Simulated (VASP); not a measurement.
# Ni (Fm-3m) in VASP: a series of runs, part 2 of 2

VASP 6.6.1.

### 4 Single point, LDA

INCAR reads:

```
PREC = Accurate
ENCUT = 600
EDIFF = 1E-6
ISMEAR = 1
SIGMA = 0.03
LREAL = False
LASPH = True
NELM = 120
ALGO = Normal
ISIF = 2
LWAVE = False
LCHARG = False
NBANDS = 11
GGA_COMPAT = False
```

KPOINTS reads:

```
Automatic mesh
0
Gamma
  16 16 16
```

POSCAR reads:

```
Ni
1.0
    0.0000000000      1.7104399105      1.7104399105
    1.7104399105      0.0000000000      1.7104399105
    1.7104399105      1.7104399105      0.0000000000
Ni
1
Direct
    0.0000000000      0.0000000000      0.0000000000
```

Potentials or basis: VASP PAW LDA potentials, release 64 (Ni).

On the command line:

```
$ cat potpaw_LDA.64/Ni/POTCAR > POTCAR
$ mpirun -np 1 vasp_std > vasp.out
```

OUTCAR:

```text
PREC = Accurate
   ENCUT = 600
   EDIFF = 1E-6
   ISMEAR = 1
   LREAL = False
   LASPH = True
   NELM = 120
   ISIF = 2

 ion  position               nearest neighbor table
   1  0.000  0.000  0.000-

  LATTYP: Found a face centered cubic cell.
 ALAT       =     3.4208798210

  Lattice vectors:

 A1 = (   0.0000000000,   1.7104399105,   1.7104399105)
 A2 = (   1.7104399105,   0.0000000000,   1.7104399105)
 A3 = (   1.7104399105,   1.7104399105,   0.0000000000)

Analysis of symmetry for initial positions (statically):
=====================================================================
 Subroutine PRICEL returns:
 Original cell was already a primitive cell.

 Routine SETGRP: Setting up the symmetry group for a
 face centered cubic supercell.

 Subroutine GETGRP returns: Found 48 space group operations
 (whereof 48 operations were pure point group operations)
 out of a pool of 48 trial point group operations.

The static configuration has the point symmetry O_h .

Analysis of symmetry for dynamics (positions and initial velocities):
=====================================================================
 Subroutine PRICEL returns:
[... 160 lines left out ...]
 cond. band min:      10.1333135892   @ k =  -0.4375   0.3125   0.0625
 fundamental gap:      0.0019154635
 Fermi energy:        10.1326149789

 k-point     1 :       0.0000    0.0000    0.0000
  band No.  band energies     occupation
      1       0.7141      2.00000
      2       8.0164      2.00000
      3       8.0164      2.00000
      4       8.0164      2.00000
      5       9.2986      2.00000
      6       9.2986      2.00000
      7      34.7391      0.00000
      8      39.1955      0.00000
      9      39.1955      0.00000
     10      39.1955      0.00000
     11      42.5346      0.00000
[... 309 lines left out ...]
 k-point    24 :      -0.0625    0.0625    0.0000
  band No.  band energies     occupation
      1       1.1451      2.00000
      2       7.8816      2.00000
      3       8.1132      2.00000
      4       8.1326      2.00000
      5       9.1985      2.00000
      6       9.3159      2.00000
      7      33.5995      0.00000
      8      35.5549      0.00000
      9      37.8391      0.00000
     10      39.8062      0.00000
     11      42.5958      0.00000

 [... further k-points ...]
[... 5 lines left out ...]
  --------------------------------------------------------------------------------------
  -------------------------------------------------------------------------------------
  Total       -0.0530505     -0.0530505     -0.0530505     -0.0000000      0.0000000     -0.0000000
  in kB       -8.4927234     -8.4927234     -8.4927234     -0.0000000      0.0000000     -0.0000000
  external PRESSURE =      -8.4927234 kB  Pullay stress =       0.0000000 kB

 VOLUME and BASIS-vectors are now :
 -----------------------------------------------------------------------------
  energy-cutoff  :      600.00
  volume of cell :       10.01
      direct lattice vectors                 reciprocal lattice vectors
     0.000000000  1.710439911  1.710439911    -0.292322459  0.292322459  0.292322459
     1.710439911  0.000000000  1.710439911     0.292322459 -0.292322459  0.292322459
     1.710439911  1.710439911  0.000000000     0.292322459  0.292322459 -0.292322459

 POSITION                                       TOTAL-FORCE (eV/Angst)
 -----------------------------------------------------------------------------------
      0.00000      0.00000      0.00000         0.000000      0.000000      0.000000
 -----------------------------------------------------------------------------------
    total drift:                                0.000000      0.000000      0.000000

  FREE ENERGIE OF THE ION-ELECTRON SYSTEM (eV)
  ---------------------------------------------------
  free  energy   TOTEN  =        -6.5374194722 eV

  energy  without entropy=       -6.5373087152  energy(sigma->0) =       -6.53738255
```

OSZICAR:

```text
N       E                     dE             d eps       ncg     rms          rms(c)
DAV:   1     0.313352644987E+02    0.31335E+02   -0.54628E+03  3254   0.143E+03
DAV:   2    -0.655750952044E+01   -0.37893E+02   -0.36024E+02  3317   0.188E+02
DAV:   3    -0.766271740235E+01   -0.11052E+01   -0.10932E+01  3559   0.367E+01
DAV:   4    -0.767236764791E+01   -0.96502E-02   -0.96471E-02  3643   0.307E+00
DAV:   5    -0.767256325003E+01   -0.19560E-03   -0.19560E-03  3589   0.419E-01    0.109E+01
DAV:   6    -0.687029199259E+01    0.80227E+00   -0.14846E+01  3864   0.562E+01    0.555E+00
DAV:   7    -0.656257816820E+01    0.30771E+00   -0.24726E+00  3841   0.214E+01    0.200E+00
DAV:   8    -0.653963413530E+01    0.22944E-01   -0.32074E-02  4704   0.174E+00    0.528E-01
DAV:   9    -0.653740774919E+01    0.22264E-02   -0.14569E-03  4397   0.293E-01    0.486E-02
DAV:  10    -0.653741694269E+01   -0.91935E-05   -0.21867E-05  3674   0.490E-02    0.240E-02
DAV:  11    -0.653741947544E+01   -0.25328E-05   -0.15085E-06  2451   0.100E-02    0.289E-03
DAV:  12    -0.653741947223E+01    0.32098E-08   -0.14395E-07  1781   0.333E-03
   1 F= -.65374195E+01 E0= -.65373826E+01  d E =-.110757E-03
```

Run time: 13 s. Hardware: 1 thread of Intel Xeon 6975P-C, shared host; peak memory 0.13 GiB.

What came out:

- Free energy: -6.5374 eV
- Pressure: -0.8 GPa
- Band gap on the k mesh: zero (band 5 reaches 10.33 eV, above the bottom of band 6 at 9.25 eV)

Levels at points of the mesh, in eV from the Fermi level:
```
           k point  band 2  band 3  band 4  band 5  band 6  band 7  band 8  band 9
(0.00, 0.00, 0.00)   -2.12   -2.12   -2.12   -0.83   -0.83   24.61   29.06   29.06
(0.50, 0.00, 0.00)   -2.16   -2.16   -0.26   -0.01   -0.01    6.68   23.08   26.24
(0.50, 0.50, 0.00)   -4.19   -0.01    0.19    0.19    2.67   10.34   15.74   15.74
```

Caveat: the run has no spin polarisation, though such a crystal can be magnetic. Spin polarisation is off, so any magnetic state and its effect on volume and gap are missing.

### 5 Summary

```csv
smearing,gap on the mesh (eV),pressure (GPa)
methfessel-paxton 0.6 eV,none,-0.5
methfessel-paxton 1 eV,none,-0.8
methfessel-paxton 0.03 eV,none,-0.8
```

Alike in all rows: task single point; level LDA; potentials or basis VASP PAW LDA potentials, release 64 (Ni); no spin polarisation; cell as given; k mesh 16 × 16 × 16; cutoff (eV) 600.

Every run on the cell as given and a fine mesh finds a metal.

Caveats: the run has no spin polarisation, though such a crystal can be magnetic.

Total energies depend on the potentials used, so only differences within one code and one set of settings carry meaning.
